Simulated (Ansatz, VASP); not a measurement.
## One calculation of Al, two programs

```
CELL_PARAMETERS angstrom
0.00000 2.09620 1.79623
2.09620 0.00000 1.79623
2.09620 2.09620 0.00000
ATOMIC_POSITIONS crystal
Al 0.00000 0.00000 0.00000
```

Alike in both runs: task single point; functional PBE; dispersion D3(BJ); k mesh 22 × 22 × 22; occupations gaussian, width 0.15 eV; no spin polarisation.

|  | VASP | Ansatz |
| --- | --- | --- |
| version | VASP 6.6.1 | Ansatz 0.2.0 |
| potentials or method | VASP PAW PBE potentials, release 64 (Al), cutoff 520 eV | scalar-relativistic, plane waves, PAW |
| valence electrons in the cell | 3 | 3 |

Ansatz gave:

```
gap on the k mesh at the Fermi level (eV)                     : none
pressure (GPa)                                                : 1.1
traceless stress, the component that is largest in VASP (GPa) : 5.43
```

Q: Estimate VASP's values.

A: gap on the k mesh at the Fermi level (eV): none; pressure (GPa): 1.1; traceless stress, the component that is largest in VASP (GPa): 5.45.

A gap of «none» marks a metal or a gap that the smearing closes.
